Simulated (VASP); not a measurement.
Wanted: the native input for a VASP 6.6.1 run.

| Item | Value |
| --- | --- |
| Task | single point |
| Functional | r2SCAN |
| Potentials or basis | VASP PAW PBE potentials, release 64 (Al, O) |
| Cutoff | 520 eV |
| k mesh | 9 × 9 × 3 |
| Occupations | methfessel-paxton, width 0.05 eV |
| Spin | no spin polarisation |
| Dipole correction | no |
| Further INCAR settings | ALGO = Normal; EDIFF = 1e-07; NBANDS = 20 |

Crystal: Al2O3.

```
Al O
1.0
     2.88432    0.00000    0.00000
    -1.44216    2.49790    0.00000
     0.00000    0.00000    9.33675
Al O
2 3
Direct
  0.00000 0.00000 0.85001
  0.00000 0.00000 0.14999
  0.33333 0.66667 0.77768
  0.66667 0.33333 0.00000
  0.33333 0.66667 0.22232
```

These files were run (other wordings do the same):

POSCAR

```
Al2O3
1.0
    2.8843249483      0.0000000000      0.0000000000
   -1.4421624742      2.4978986780      0.0000000000
    0.0000000000      0.0000000000      9.3367544600
Al O
2 3
Direct
    0.0000000000      0.0000000000      0.8500076700
    0.0000000000      0.0000000000      0.1499923300
    0.3333333333      0.6666666667      0.7776830800
    0.6666666667      0.3333333333      0.0000000000
    0.3333333333      0.6666666667      0.2223169200
```

INCAR.step1

```
SYSTEM = Al2O3
ALGO = Normal
EDIFF = 1E-4
ENCUT = 520
GGA = PE
ISMEAR = 1
LASPH = .TRUE.
LCHARG = .FALSE.
LREAL = .FALSE.
LWAVE = .TRUE.
NBANDS = 20
NELM = 100
PREC = Accurate
SIGMA = 0.05
```

INCAR.step2

```
SYSTEM = Al2O3
ALGO = Normal
EDIFF = 1E-7
ENCUT = 520
ISIF = 2
ISMEAR = 1
ISTART = 1
LASPH = .TRUE.
LCHARG = .FALSE.
LMIXTAU = .TRUE.
LREAL = .FALSE.
LWAVE = .FALSE.
METAGGA = R2SCAN
NBANDS = 20
NELM = 100
PREC = Accurate
SIGMA = 0.05
```

KPOINTS

```
k-points
0
G
  9 9 3
  0 0 0
```

Potentials or basis: VASP PAW PBE potentials, release 64 (Al, O).

Launch:

```sh
$ cat potpaw_PBE.64/Al/POTCAR potpaw_PBE.64/O/POTCAR > POTCAR
$ cp INCAR.step1 INCAR
$ mpirun -np 1 vasp_std > vasp.out
$ cp INCAR.step2 INCAR
$ mpirun -np 1 vasp_std > vasp.out
```

Results of the run:

```json
{
  "Pressure": "-4.7 GPa",
  "Largest force": "0.435 eV/Å",
  "Band gap on the k mesh": "5.59 eV, indirect (least direct gap 5.83 eV)"
}
```

Caveat: the PAW data sets were made with another functional, which shifts forces and pressure a little.

It took 99 s on 1 thread of Intel(R) Xeon(R) 6975P-C (Granite Rapids) (shared host), peak memory 0.2 GiB.
